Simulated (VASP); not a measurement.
# Ni (Pm-3m) in VASP: notebook, part 2 of 2

VASP 6.6.1. Earlier steps stand in the parts before.

## (4) Single point, PBEsol, collinear spin, ferromagnetic start

This run uses another cell than the first one, of 11.99 Å³/atom.

The input, INCAR:

```
ALGO     = Normal         # electronic algorithm
EDIFF    = 1E-6           # SCF threshold, eV
ENCUT    = 520            # plane-wave cutoff, eV
GGA      = PS             # functional
ISIF     = 2              # what is computed and relaxed
ISMEAR   = 0              # smearing method
ISPIN    = 2              # spin polarisation
LASPH    = True           # aspherical terms in the spheres
LCHARG   = False          # write CHGCAR
LMAXMIX  = 4              # l up to which the mixer works
LORBIT   = 11             # projections on sites
LREAL    = False          # projectors in reciprocal space
LWAVE    = False          # write WAVECAR
MAGMOM   = 0.78           # initial moments
NBANDS   = 15             # bands
NELM     = 150            # most SCF steps
PREC     = Accurate       # precision mode
SIGMA    = 0.1            # smearing width, eV
```

The input, KPOINTS:

```
k-points
0
Gamma
  24 24 24
```

The input, POSCAR:

```
Ni
1.0
    2.2888590692      0.0000000000      0.0000000000
    0.0000000000      2.2888590692      0.0000000000
    0.0000000000      0.0000000000      2.2888590692
Ni
1
Direct
    0.0000000000      0.0000000000      0.0000000000
```

Potentials or basis: VASP PAW PBE potentials, release 64 (Ni).

Started as:

```console
cat potpaw_PBE.64/Ni/POTCAR > POTCAR
mpirun -np 1 vasp_std > vasp.out
```

OUTCAR:

```text
EDIFF = 1E-6
   ENCUT = 520
   GGA = PS
   ISIF = 2
   ISMEAR = 0
   ISPIN = 2
   LASPH = True
   LORBIT = 11
   LREAL = False
   NELM = 150
   PREC = Accurate

 ion  position               nearest neighbor table
   1  0.000  0.000  0.000-

  LATTYP: Found a simple cubic cell.
 ALAT       =     2.2888590692

  Lattice vectors:

 A1 = (   2.2888590692,   0.0000000000,   0.0000000000)
 A2 = (   0.0000000000,   2.2888590692,   0.0000000000)
 A3 = (   0.0000000000,   0.0000000000,   2.2888590692)

Analysis of symmetry for initial positions (statically):
=====================================================================
 Subroutine PRICEL returns:
 Original cell was already a primitive cell.

 Routine SETGRP: Setting up the symmetry group for a
 simple cubic supercell.

 Subroutine GETGRP returns: Found 48 space group operations
 (whereof 48 operations were pure point group operations)
 out of a pool of 48 trial point group operations.

The static configuration has the point symmetry O_h .

Analysis of symmetry for dynamics (positions and initial velocities):
=====================================================================
 Subroutine PRICEL returns:
 Original cell was already a primitive cell.

 Routine SETGRP: Setting up the symmetry group for a
 simple cubic supercell.

 Subroutine GETGRP returns: Found 48 space group operations
 (whereof 48 operations were pure point group operations)
 out of a pool of 48 trial point group operations.

The dynamic configuration has the point symmetry O_h .

Analysis of structural, dynamic, and magnetic symmetry:
=====================================================================
 Subroutine PRICEL returns:
 Original cell was already a primitive cell.

 Routine SETGRP: Setting up the symmetry group for a
 simple cubic supercell.

 Subroutine GETGRP returns: Found 48 space group operations
 (whereof 48 operations were pure point group operations)
 out of a pool of 48 trial point group operations.

The overall configuration has the point symmetry O_h .

[... 161 lines left out ...]
      6       7.5819      1.00000
      7      27.8721      0.00000
      8      27.8721      0.00000
      9      27.8721      0.00000
     10      31.7898      0.00000
     11      31.7898      0.00000
     12      36.2209      0.00000
     13      50.4992      0.00000
     14      50.4992      0.00000
[... 403 lines left out ...]
      4       6.4893      1.00000
      5       6.9672      1.00000
      6       7.6602      0.99964
      7      12.0527      0.00000
      8      32.3379      0.00000
      9      34.2673      0.00000
     10      35.0803      0.00000
     11      35.2015      0.00000
     12      38.5322      0.00000
     13      38.8530      0.00000
     14      39.9102      0.00000
     15      45.5242      0.00000

 [... further k-points ...]

 spin component 2

 k-point     1 :       0.0000    0.0000    0.0000
  band No.  band energies     occupation
      1      -0.4092      1.00000
      2       4.4932      1.00000
      3       4.4932      1.00000
      4       8.1963      0.00001
      5       8.1963      0.00001
      6       8.1963      0.00001
      7      27.9494      0.00000
      8      27.9494      0.00000
      9      27.9494      0.00000
     10      31.8921      0.00000
     11      31.8921      0.00000
     12      36.2516      0.00000
     13      50.5401      0.00000
     14      50.5401      0.00000
[... 403 lines left out ...]
      4       7.0610      1.00000
      5       7.3197      1.00000
      6       8.2774      0.00000
      7      12.3620      0.00000
      8      32.3342      0.00000
      9      34.3224      0.00000
     10      35.2033      0.00000
     11      35.2740      0.00000
     12      38.6159      0.00000
     13      38.9390      0.00000
     14      40.0284      0.00000
     15      45.6345      0.00000

 [... further k-points ...]

------------------------ aborting loop because EDIFF is reached ----------------------------------------

  FORCE on cell =-STRESS in cart. coord.  units (eV):
  Direction    XX          YY          ZZ          XY          YZ          ZX
  --------------------------------------------------------------------------------------
  -------------------------------------------------------------------------------------
  Total       -0.0150250     -0.0150250     -0.0150250     -0.0000000      0.0000000      0.0000000
  in kB       -2.0075541     -2.0075541     -2.0075541     -0.0000000      0.0000000      0.0000000
  external PRESSURE =      -2.0075541 kB  Pullay stress =       0.0000000 kB

 VOLUME and BASIS-vectors are now :
 -----------------------------------------------------------------------------
  energy-cutoff  :      520.00
  volume of cell :       11.99
      direct lattice vectors                 reciprocal lattice vectors
     2.288859069  0.000000000  0.000000000     0.436898896  0.000000000  0.000000000
     0.000000000  2.288859069  0.000000000     0.000000000  0.436898896  0.000000000
     0.000000000  0.000000000  2.288859069     0.000000000  0.000000000  0.436898896

 POSITION                                       TOTAL-FORCE (eV/Angst)
 -----------------------------------------------------------------------------------
      0.00000      0.00000      0.00000         0.000000      0.000000      0.000000
 -----------------------------------------------------------------------------------
    total drift:                                0.000000      0.000000      0.000000

  FREE ENERGIE OF THE ION-ELECTRON SYSTEM (eV)
  ---------------------------------------------------
  free  energy   TOTEN  =        -5.3809108138 eV

  energy  without entropy=       -5.3713676914  energy(sigma->0) =       -5.37613925

 total charge

# of ion       s       p       d       tot
------------------------------------------
    1        0.531   0.425   8.372   9.328

 magnetization (x)

# of ion       s       p       d       tot
------------------------------------------
    1        0.001  -0.001   0.506   0.506
```

Wall time 3.6 min (1 thread of Intel Xeon 8259CL, shared host); peak memory 0.23 GiB.

Results:

```
Free energy                                           : -5.3809 eV
Pressure                                              : -0.2 GPa
Net moment                                            : 0.50 μB per cell
Site moments                                          : Ni +0.51 μB
Valence electrons inside the program's atomic spheres : Ni 9.33
```

Levels at points of the mesh, in eV from the Fermi level:
Spin up:
```csv
k point,band 3,band 4,band 5,band 6,band 7,band 8
"(0.00, 0.00, 0.00)",-3.80,-0.32,-0.32,-0.32,19.97,19.97
"(0.50, 0.00, 0.00)",-1.43,-1.43,-1.21,-0.22,3.84,24.95
"(0.50, 0.50, 0.00)",-1.21,-1.21,0.48,5.28,5.28,11.55
"(0.50, 0.50, 0.50)",-3.46,0.54,0.54,12.15,12.15,12.15
```
Spin down:
| k point | band 2 | band 3 | band 4 | band 5 | band 6 | band 7 | band 8 | band 9 |
| --- | --- | --- | --- | --- | --- | --- | --- | --- |
| (0.00, 0.00, 0.00) | -3.41 | -3.41 | 0.30 | 0.30 | 0.30 | 20.05 | 20.05 | 20.05 |
| (0.50, 0.00, 0.00) | -2.93 | -1.20 | -0.86 | -0.86 | 0.40 | 4.18 | 24.91 | 27.36 |
| (0.50, 0.50, 0.00) | -2.57 | -0.62 | -0.62 | 0.99 | 5.32 | 5.32 | 11.74 | 12.07 |
| (0.50, 0.50, 0.50) | -2.99 | -2.99 | 1.05 | 1.05 | 12.25 | 12.25 | 12.25 | 13.92 |

Caveat: the PAW data sets were made with another functional, which shifts forces and pressure a little.

## (5) Summary

```tsv
task	cell	k mesh	cutoff (eV)	gap on the mesh (eV)	pressure (GPa)	moment (μB)
single point	a = 2.294 Å, 1 atom	8 × 8 × 8	520	none	0.0	0.70
relaxation of cell and atoms	relaxed from a = 2.230 Å, 1 atom	8 × 8 × 8	600	none	-0.1	0.70
single point	a = 2.289 Å, 1 atom	24 × 24 × 24	520	none	-0.2	0.50
```

Alike in all rows: level PBEsol; potentials or basis VASP PAW PBE potentials, release 64 (Ni); spin collinear, ferromagnetic start; smearing gaussian 0.1 eV.

Caveats: the PAW data sets were made with another functional, which shifts forces and pressure a little.

Total energies depend on the potentials used, so only differences within one code and one set of settings carry meaning.
